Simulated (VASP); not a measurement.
# TiO2 (P2_1/c) in VASP: single point with r2SCAN

Aim: the single point of TiO2 with r2SCAN.

Program: VASP 6.6.1. These are calculated values, not measurements. Logs are shortened: lines on timing, memory, paths and dates and some standing lists are left out, and cuts for length are marked.

### 1 The cell of the first run

It takes space group P2_1/c (No. 14, monoclinic). Conventional cell: a = 4.813 Å, b = 4.872 Å, c = 5.041 Å, α = 90.00°, β = 99.86°, γ = 90.00°. Ti (site symmetry 1) has 7 O at 1.88 to 2.20 Å within 2.5 Å. Within 2.8 Å of O (site symmetry 1) lie 4 Ti at 2.00 to 2.20 Å and 8 O at 2.41 to 2.80 Å. O (site symmetry 1) has 3 Ti at 1.88 to 2.03 Å and 2 O at 2.41 to 2.43 Å within 2.5 Å.

### 2 Single point, r2SCAN

POSCAR reads:

```
TiO2
1.0
    4.8126997814      0.0000000000      0.0000000000
    0.0000000000      4.8718844600      0.0000000000
   -0.8628854487      0.0000000000      4.9665942755
Ti O
4 8
Direct
    0.2774352600      0.4471916400      0.7131482700
    0.7225647400      0.9471916400      0.7868517300
    0.7225647400      0.5528083600      0.2868517300
    0.2774352600      0.0528083600      0.2131482700
    0.4453609900      0.7423682600      0.9667718600
    0.5546390100      0.2423682600      0.5332281400
    0.5546390100      0.2576317400      0.0332281400
    0.4453609900      0.7576317400      0.4667718600
    0.0638382200      0.3230344800      0.3515567400
    0.9361617800      0.8230344800      0.1484432600
    0.9361617800      0.6769655200      0.6484432600
    0.0638382200      0.1769655200      0.8515567400
```

INCAR.step1 reads:

```
  PREC = Accurate
  ENCUT = 520
  ISMEAR = 0
  SIGMA = 0.02
  LREAL = False
  LASPH = True
  NELM = 100
  NBANDS = 60
  GGA = PE
  ALGO = Normal
  EDIFF = 1E-4
  LWAVE = True
  LCHARG = False
```

INCAR.step2 reads:

```
  PREC = Accurate
  ENCUT = 520
  EDIFF = 1E-7
  ISMEAR = 0
  SIGMA = 0.02
  LREAL = False
  LASPH = True
  NELM = 100
  ALGO = Normal
  ISIF = 2
  LWAVE = False
  LCHARG = True
  METAGGA = R2SCAN
  LMIXTAU = True
  LELF = True
  LVHAR = True
  NBANDS = 60
  ISTART = 1
```

KPOINTS reads:

```
Automatic mesh
0
Gamma
  6 6 6
```

Potentials or basis: VASP PAW PBE potentials, release 64 (Ti_sv, O).

Command:

```
> cat potpaw_PBE.64/Ti_sv/POTCAR potpaw_PBE.64/O/POTCAR > POTCAR
> cp INCAR.step1 INCAR
> mpirun -np 1 vasp_std > vasp.out
> cp INCAR.step2 INCAR
> mpirun -np 1 vasp_std > vasp.out
```

OUTCAR:

```text
PREC = Accurate
   ENCUT = 520
   EDIFF = 1E-7
   ISMEAR = 0
   LREAL = False
   LASPH = True
   NELM = 100
   ISIF = 2
   METAGGA = R2SCAN
   ISTART = 1

 ion  position               nearest neighbor table
   1  0.277  0.447  0.713-  12 1.88  11 1.97   5 2.00   6 2.00   9 2.03   7 2.12   8 2.20
   2  0.723  0.947  0.787-  11 1.88  12 1.97   6 2.00   5 2.00  10 2.03   8 2.12   7 2.20
   3  0.723  0.553  0.287-  10 1.88   9 1.97   7 2.00   8 2.00  11 2.03   5 2.12   6 2.20
   4  0.277  0.053  0.213-   9 1.88  10 1.97   8 2.00   7 2.00  12 2.03   6 2.12   5 2.20
   5  0.445  0.742  0.967-   1 2.00   2 2.00   3 2.12   4 2.20
   6  0.555  0.242  0.533-   2 2.00   1 2.00   4 2.12   3 2.20
   7  0.555  0.258  0.033-   3 2.00   4 2.00   1 2.12   2 2.20
   8  0.445  0.758  0.467-   4 2.00   3 2.00   2 2.12   1 2.20
   9  0.064  0.323  0.352-   4 1.88   3 1.97   1 2.03
  10  0.936  0.823  0.148-   3 1.88   4 1.97   2 2.03
  11  0.936  0.677  0.648-   2 1.88   1 1.97   3 2.03
  12  0.064  0.177  0.852-   1 1.88   2 1.97   4 2.03

  LATTYP: Found a simple monoclinic cell.
 ALAT       =     4.8126997814
 B/A-ratio  =     1.0122976045
 C/A-ratio  =     1.0474359860
 COS(beta)  =    -0.1711736391

  Lattice vectors:

 A1 = (   4.8126997814,   0.0000000000,   0.0000000000)
 A2 = (   0.0000000000,   4.8718844600,   0.0000000000)
 A3 = (  -0.8628854487,   0.0000000000,   4.9665942755)

Analysis of symmetry for initial positions (statically):
=====================================================================
 Subroutine PRICEL returns:
 Original cell was already a primitive cell.

 Routine SETGRP: Setting up the symmetry group for a
 simple monoclinic supercell.

 Subroutine GETGRP returns: Found  4 space group operations
 (whereof  2 operations were pure point group operations)
 out of a pool of  4 trial point group operations.

The static configuration has the point symmetry S_2 .
 The point group associated with its full space group is C_2h.

Analysis of symmetry for dynamics (positions and initial velocities):
=====================================================================
 Subroutine PRICEL returns:
 Original cell was already a primitive cell.

 Routine SETGRP: Setting up the symmetry group for a
 simple monoclinic supercell.

 Subroutine GETGRP returns: Found  4 space group operations
 (whereof  2 operations were pure point group operations)
 out of a pool of  4 trial point group operations.

The dynamic configuration has the point symmetry S_2 .
 The point group associated with its full space group is C_2h.

 Subroutine INISYM returns: Found  4 space group operations
 (whereof  2 operations are pure point group operations),
 and found     1 'primitive' translations

----------------------------------------------------------------------------------------

                                     Primitive cell

  volume of cell :     116.4513

  direct lattice vectors                    reciprocal lattice vectors
     4.812699781  0.000000000  0.000000000     0.207783582  0.000000000  0.036099874
     0.000000000  4.871884460  0.000000000     0.000000000  0.205259383  0.000000000
    -0.862885449  0.000000000  4.966594276     0.000000000  0.000000000  0.201345217

  length of vectors
     4.812699781  4.871884460  5.040994941     0.210896225  0.205259383  0.201345217

  position of ions in fractional coordinates (direct lattice)
     0.277435260  0.447191640  0.713148270
     0.722564740  0.947191640  0.786851730
     0.722564740  0.552808360  0.286851730
     0.277435260  0.052808360  0.213148270
     0.445360990  0.742368260  0.966771860
     0.554639010  0.242368260  0.533228140
     0.554639010  0.257631740  0.033228140
     0.445360990  0.757631740  0.466771860
     0.063838220  0.323034480  0.351556740
     0.936161780  0.823034480  0.148443260
     0.936161780  0.676965520  0.648443260
     0.063838220  0.176965520  0.851556740

  ion indices of the primitive-cell ions
   primitive index   ion index
                 1           1
                 2           2
                 3           3
                 4           4
                 5           5
                 6           6
                 7           7
                 8           8
                 9           9
                10          10
                11          11
                12          12

----------------------------------------------------------------------------------------

 KPOINTS: Automatic mesh

Automatic generation of k-mesh.
 Grid dimensions read from file:
 generate k-points for:    6    6    6

 Generating k-lattice:

  Cartesian coordinates                     Fractional coordinates (reciprocal lattice)
     0.034630597  0.000000000  0.006016646     0.166666667  0.000000000  0.000000000
     0.000000000  0.034209897  0.000000000     0.000000000  0.166666667  0.000000000
     0.000000000  0.000000000  0.033557536     0.000000000  0.000000000  0.166666667

  Length of vectors
     0.035149371  0.034209897  0.033557536

  Shift w.r.t. Gamma in fractional coordinates (k-lattice)
     0.000000000  0.000000000  0.000000000

 Subroutine IBZKPT returns following result:
 ===========================================

 Found     80 irreducible k-points:

 Following reciprocal coordinates:
            Coordinates               Weight
  0.000000  0.000000  0.000000      1.000000
  0.166667  0.000000 -0.000000      2.000000
  0.333333  0.000000 -0.000000      2.000000
  0.500000  0.000000 -0.000000      1.000000
  0.000000  0.166667  0.000000      2.000000
  0.166667  0.166667 -0.000000      4.000000
[... 16 lines left out ...]
  0.000000  0.166667  0.166667      4.000000
  0.166667  0.166667  0.166667      4.000000
 [... further k-points ...]
   k-points           NKPTS =     80   k-points in BZ     NKDIM =     80   number of bands    NBANDS=     60
   number of dos      NEDOS =    301   number of ions     NIONS =     12
   total plane-waves  NPLWV =  51840
   dimension x,y,z NGX =    36 NGY =   36 NGZ =   40
   dimension x,y,z NGXF=    72 NGYF=   72 NGZF=   80
   ions per type =               4   8
   NGX,Y,Z   is equivalent  to a cutoff of  12.44, 12.28, 13.19 a.u.
   NGXF,Y,Z  is equivalent  to a cutoff of  24.87, 24.57, 26.38 a.u.
 SYSTEM =  unknown system
   PREC   = accura    normal or accurate (medium, high low for compatibility)
   ISTART =      1    job   : 0-new  1-cont  2-samecut
   ICHARG =      0    charge: 1-file 2-atom 10-const
   ISPIN  =      1    spin polarized calculation?
   LNONCOLLINEAR =      F non collinear calculations
   LSORBIT =      F    spin-orbit coupling
   LASPH  =      T    aspherical Exc in radial PAW
   ENCUT  =  520.0 eV  38.22 Ry    6.18 a.u.   8.95  9.06  9.37*2*pi/ulx,y,z
   NELM   =    100;   NELMIN=  2; NELMDL=  0     # of ELM steps
   EDIFF  = 0.1E-06   stopping-criterion for ELM
   LREAL  =      F    real-space projection
   EDIFFG = 0.1E-05   stopping-criterion for IOM
   NSW    =      0    number of steps for IOM
   IBRION =     -1    ionic relax: 0-MD 1-quasi-New 2-CG
   NFREE  =      0    steps in history (QN), initial steepest desc. (CG)
   ISIF   =      2    stress and relaxation
   ISYM   =      2    0-nonsym 1-usesym 2-fastsym
   POTIM  = 0.5000    time-step for ionic-motion
   TEBEG  =    0.0;   TEEND  =   0.0 temperature during run
   PSTRESS=    0.0 pullay stress
   NELECT =      96.0000    total number of electrons
   NUPDOWN=      -1.0000    fix difference up-down
   EMIN   =  10.00;   EMAX   =-10.00  energy-range for DOS
   EFERMI =   0.00;   METHOD = LEGACY
   ISMEAR =     0;   SIGMA  =   0.02  broadening in eV -4-tet -1-fermi 0-gaus
   EFERMI_NEDOS =   21; number of points for ismear=-14 and -15
   IALGO  =     38    algorithm
   IMIX   =      4    mixing-type and parameters
     AMIX     =   0.40;   BMIX     =  1.00
     AMIX_MAG =   1.60;   BMIX_MAG =  1.00
  volume/ion in A,a.u.               =       9.70        65.49
  Fermi-wavevector in a.u.,A,eV,Ry     =   1.535031  2.900788 32.059674  2.356320
  Thomas-Fermi vector in A             =   2.641876
   LORBIT       =      0    0 simple, 1 ext, 2 COOP (PROOUT), +10 PAW based schemes
   METAGGA = R2SCAN    functional components
   LHFCALC =     F    Hartree Fock is set to
   AEXX    =    0.0000 exact exchange contribution
   IVDW    =     0    specifies the selected vdW correction
   LEPSILON=     F    determine dielectric tensor
   LRPA    =     F    only Hartree local field effects (RPA)
 non-spin polarized calculation
 Gauss-broadening in eV      SIGMA  =   0.02
  energy-cutoff  :      520.00
  volume of cell :      116.45
 maximum number of plane-waves:      3172
   NGX = 17   NGY = 19   NGZ = 19

 number of electron      95.9999990 magnetization

 Free energy of the ion-electron system (eV)
  ---------------------------------------------------
  ext. energy  EPLUGINS =         0.00000000
  ---------------------------------------------------
  free energy    TOTEN  =      -139.21750686 eV

  energy without entropy =     -139.21750686  energy(sigma->0) =     -139.21750686

 E-fermi :   5.5334     XC(G=0): -12.6345

 val. band max:        5.3531162465   @ k =   0.0000   0.0000   0.0000
 cond. band min:       8.0316671516   @ k =   0.5000   0.0000  -0.0000
 fundamental gap:      2.6785509051
 Fermi energy:         5.5334267328

 k-point     1 :       0.0000    0.0000    0.0000
  band No.  band energies     occupation
      1     -53.5462      2.00000
      2     -53.5096      2.00000
      3     -53.5084      2.00000
      4     -53.5069      2.00000
      5     -28.9281      2.00000
      6     -28.9032      2.00000
[... 52 lines left out ...]
     59      10.3020      0.00000
     60      10.3198      0.00000

 k-point     2 :       0.1667    0.0000   -0.0000
  band No.  band energies     occupation
      1     -53.5439      2.00000
      2     -53.5118      2.00000
      3     -53.5102      2.00000
      4     -53.5050      2.00000
      5     -28.9116      2.00000
      6     -28.9015      2.00000
[... 1375 lines left out ...]
     59      10.1574      0.00000
     60      10.2896      0.00000

 k-point    24 :       0.1667    0.1667    0.1667
  band No.  band energies     occupation
      1     -53.5384      2.00000
      2     -53.5163      2.00000
      3     -53.5116      2.00000
      4     -53.5047      2.00000
      5     -28.8849      2.00000
      6     -28.8701      2.00000
[... 52 lines left out ...]
     59      10.1450      0.00000
     60      10.3065      0.00000

 [... further k-points ...]
[... 5 lines left out ...]
  --------------------------------------------------------------------------------------
  -------------------------------------------------------------------------------------
  Total       -0.0869689      0.0128550      0.0342754      0.0000000      0.0000000     -0.0350392
  in kB       -1.1965482      0.1768632      0.4715728      0.0000000      0.0000000     -0.4820812
  external PRESSURE =      -0.1827040 kB  Pullay stress =       0.0000000 kB

 VOLUME and BASIS-vectors are now :
 -----------------------------------------------------------------------------
  energy-cutoff  :      520.00
  volume of cell :      116.45
      direct lattice vectors                 reciprocal lattice vectors
     4.812699781  0.000000000  0.000000000     0.207783582  0.000000000  0.036099874
     0.000000000  4.871884460  0.000000000     0.000000000  0.205259383  0.000000000
    -0.862885449  0.000000000  4.966594276     0.000000000  0.000000000  0.201345217

 POSITION                                       TOTAL-FORCE (eV/Angst)
 -----------------------------------------------------------------------------------
      0.71985      2.17867      3.54192        -0.044007     -0.002438     -0.011197
      2.79852      4.61461      3.90797         0.044007     -0.002438      0.011197
      3.22997      2.69322      1.42468         0.044007      0.002438      0.011197
      1.15129      0.25728      1.05862        -0.044007      0.002438     -0.011197
      1.30918      3.61673      4.80156         0.001789     -0.010602     -0.004720
      2.20920      1.18079      2.64833        -0.001789     -0.010602      0.004720
      2.64064      1.25515      0.16503        -0.001789      0.010602      0.004720
      1.74062      3.69109      2.31827         0.001789      0.010602     -0.004720
      0.00388      1.57379      1.74604         0.019903     -0.000152     -0.010970
      4.37738      4.00973      0.73726        -0.019903     -0.000152      0.010970
      3.94593      3.29810      3.22055        -0.019903      0.000152      0.010970
     -0.42756      0.86216      4.22934         0.019903      0.000152     -0.010970
 -----------------------------------------------------------------------------------
    total drift:                               -0.000000      0.000000      0.000000

  FREE ENERGIE OF THE ION-ELECTRON SYSTEM (eV)
  ---------------------------------------------------
  free  energy   TOTEN  =      -139.2175068601 eV

  energy  without entropy=     -139.2175068601  energy(sigma->0) =     -139.21750686
```

Run time: 58 min. Hardware: 1 thread of AMD EPYC 7R43 (Zen 3), shared host; peak memory 0.47 GiB.

Results:

```
Free energy            : -139.2175 eV
Pressure               : 0.0 GPa
Largest force          : 0.045 eV/Å
Band gap on the k mesh : 2.68 eV (least direct gap 2.74 eV)
```

Forces on the atoms (eV/Å):
```
Ti  -0.044 -0.002 -0.011
Ti   0.044 -0.002  0.011
Ti   0.044  0.002  0.011
Ti  -0.044  0.002 -0.011
O    0.002 -0.011 -0.005
O   -0.002 -0.011  0.005
O   -0.002  0.011  0.005
O    0.002  0.011 -0.005
O    0.020  0.000 -0.011
O   -0.020  0.000  0.011
O   -0.020  0.000  0.011
O    0.020  0.000 -0.011
```

Levels at points of the mesh, in eV from the valence-band top:
```csv
k point,band 44,band 45,band 46,band 47,band 48,band 49,band 50,band 51,band 52,band 53
"(0.00, 0.00, 0.00)",-1.13,-0.67,-0.57,-0.01,0.00,2.83,2.91,3.30,3.41,3.55
"(0.50, 0.00, 0.00)",-0.90,-0.87,-0.73,-0.51,-0.06,2.68,3.23,3.24,3.38,3.80
"(0.00, 0.50, 0.00)",-1.32,-0.94,-0.94,-0.39,-0.39,3.22,3.22,3.54,3.54,3.64
"(0.50, 0.50, 0.00)",-1.70,-1.00,-1.00,-0.75,-0.75,3.08,3.08,3.32,3.32,3.57
"(0.00, 0.00, 0.50)",-1.32,-1.08,-1.08,-0.42,-0.42,3.04,3.04,3.21,3.21,3.79
"(0.50, 0.00, 0.50)",-1.38,-1.11,-1.11,-0.64,-0.64,2.74,2.74,3.63,3.63,3.74
"(0.00, 0.50, 0.50)",-1.19,-1.14,-1.14,-0.85,-0.85,3.05,3.05,3.17,3.17,3.76
"(0.50, 0.50, 0.50)",-1.43,-1.20,-1.20,-0.93,-0.93,2.93,2.93,3.27,3.27,3.66
```

Caveat: the PAW data sets were made with another functional, which shifts forces and pressure a little. A k mesh can miss the band edges.
